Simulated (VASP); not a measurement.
Write the native input for VASP 6.6.1 that does the following.

```
Task                   : single point
Functional             : PBE
Potentials or basis    : VASP PAW PBE potentials, release 64 (Li_sv, O)
Cutoff                 : 750 eV
k mesh                 : 8 × 8 × 8
Occupations            : gaussian, width 0.02 eV
Spin                   : no spin polarisation
Dipole correction      : no
Further INCAR settings : ALGO = Normal; EDIFF = 1e-06; NBANDS = 13
```

The structure of Li2O lies in POSCAR:

```
Li2O
1.0
    0.0000000000      2.2551112750      2.2551112750
    2.2551112750      0.0000000000      2.2551112750
    2.2551112750      2.2551112750      0.0000000000
Li O
2 1
Direct
    0.2500000000      0.2500000000      0.2500000000
    0.7500000000      0.7500000000      0.7500000000
    0.0000000000      0.0000000000      0.0000000000
```

This cell differs from its parent crystal: strained.

The input as run:

INCAR

```
PREC = Accurate
ENCUT = 750
EDIFF = 1E-6
ISMEAR = 0
SIGMA = 0.02
LREAL = F
LASPH = T
NELM = 120
ALGO = Normal
ISIF = 2
LWAVE = F
LCHARG = F
GGA = PE
NBANDS = 13
GGA_COMPAT = F
```

KPOINTS

```
regular mesh
0
Gamma
  8 8 8
```

Potentials or basis: VASP PAW PBE potentials, release 64 (Li_sv, O).

Run with:

```console
$ cat potpaw_PBE.64/Li_sv/POTCAR potpaw_PBE.64/O/POTCAR > POTCAR
$ mpirun -np 1 vasp_std > vasp.out
```

It gave:

```json
{
 "Pressure": "6.8 GPa",
 "Band gap on the k mesh": "5.12 eV (least direct gap 5.81 eV)"
}
```

Caveat: the cell differs from its parent crystal (strained); the cell stands under pressure.

It took 16 s on 1 thread of Intel Xeon 8259CL, with other jobs on the host, peak memory 0.15 GiB.
